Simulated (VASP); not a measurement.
Set up this calculation in VASP 6.6.1, as the native input.

```yaml
Task: single point
Functional: PBE
Potentials_or_basis: VASP PAW PBE potentials, release 64 (Al, Co)
Cutoff: 520 eV
k_mesh: 8 × 8 × 8
Occupations: gaussian, width 0.1 eV
Spin: no spin polarisation
Dipole_correction: no
Further_INCAR_settings: ALGO = Normal; EDIFF = 1e-07; NBANDS = 18
```

The structure of Al4Co lies in POSCAR:

```
Al4Co
1.0
    4.5065835923      0.0000000000      0.0000000000
    0.0000000000      4.5065835923      0.0000000000
    0.0000000000      0.0000000000      4.5065835923
Al Co
4 1
Direct
    0.5000000000      0.0000000000      0.0000000000
    0.0000000000      0.5000000000      0.0000000000
    0.0000000000      0.0000000000      0.5000000000
    0.5000000000      0.5000000000      0.5000000000
    0.0000000000      0.0000000000      0.0000000000
```

The input as run:

INCAR

```
PREC = Accurate
ENCUT = 520
EDIFF = 1E-7
ISMEAR = 0
SIGMA = 0.1
LREAL = F
LASPH = T
NELM = 100
ALGO = Normal
ISIF = 2
LWAVE = F
LCHARG = F
GGA = PE
NBANDS = 18
```

KPOINTS

```
Automatic mesh
0
Gamma
  8 8 8
```

Potentials or basis: VASP PAW PBE potentials, release 64 (Al, Co).

Command:

```sh
$ cat potpaw_PBE.64/Al/POTCAR potpaw_PBE.64/Co/POTCAR > POTCAR
$ mpirun -np 1 vasp_std > vasp.out
```

Results of the run:

```yaml
Pressure: -0.1 GPa
```

It took 29 s on 1 thread of Intel(R) Xeon(R) Platinum 8488C (Sapphire Rapids), on a shared host, peak memory 0.22 GiB.
